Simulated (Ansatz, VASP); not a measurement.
# Two plane-wave programs on Ag

Contents of INCAR:

```
PREC     = Accurate       # precision mode
ENCUT    = 500            # plane-wave cutoff, eV
EDIFF    = 1E-6           # SCF threshold, eV
ISMEAR   = 0              # smearing method
SIGMA    = 0.1            # smearing width, eV
LREAL    = F              # projectors in reciprocal space
LASPH    = T              # aspherical terms in the spheres
NELM     = 120            # most SCF steps
ALGO     = Normal         # electronic algorithm
ISIF     = 2              # what is computed and relaxed
LWAVE    = F              # write WAVECAR
LCHARG   = T              # write CHGCAR
GGA      = PS             # functional
LELF     = T              # ELF
LVHAR    = T            
NBANDS   = 24             # bands
GGA_COMPAT= F
```

The input KPOINTS:

```
Automatic mesh
0
Gamma
  6 6 4
```

The input POSCAR:

```
Ag
1.0
    3.7816700517      0.0000000000      0.0000000000
   -1.8908350259      3.2750223335      0.0000000000
    0.0000000000      0.0000000000      4.2904312645
Ag
3
Direct
    0.2254000000      0.0000000000      0.3333333333
    0.0000000000      0.2254000000      0.6666666667
    0.7746000000      0.7746000000      0.0000000000
```

Input for Ansatz:

```yaml
crystal:
  lattice:
    - [3.7816700517, 0.0, 0.0]
    - [-1.8908350259, 3.2750223335, 0.0]
    - [0.0, 0.0, 4.2904312645]
  atoms:
    - { symbol: Ag, position: [0.2254, 0.0, 0.3333333333] }
    - { symbol: Ag, position: [0.0, 0.2254, 0.6666666667] }
    - { symbol: Ag, position: [0.7746, 0.7746, 0.0] }
basis:
  ecutwfc: 420
kpoints:
  mp_grid: { grid: [6, 6, 4] }
hamiltonian:
  xc: pbesol
scf:
  occupations: { method: gaussian, width: 0.1 }
  lower_state_search: "off"
output:
  forces: true
  stress: true
  eigenvalues: true
```

Alike in both runs: task single point; functional PBEsol; k mesh 6 × 6 × 4; occupations gaussian, width 0.1 eV; no spin polarisation.

|  | VASP | Ansatz |
| --- | --- | --- |
| version | VASP 6.6.1 | Ansatz 0.2.0 |
| potentials or method | VASP PAW PBE potentials, release 64 (Ag), cutoff 500 eV | scalar-relativistic, plane waves, PAW |
| valence electrons in the cell | 33 | 57 |

```csv
,VASP,Ansatz,Ansatz less VASP
gap on the k mesh at the Fermi level (eV),none,none,-
rms of the force components (eV/Å),8.672,9.145,+0.4735
```

VASP's potentials were made for PBE, not for PBEsol. Atom by atom the forces differ by 0.473 eV/Å (rms over components). A gap of «none» marks a metal or a gap that the smearing closes. VASP's potentials hold 33 valence electrons a cell and Ansatz's 57, so a difference there can come from the potentials and not from the codes.

The k mesh is coarse, so the values compare programs but aren't converged.
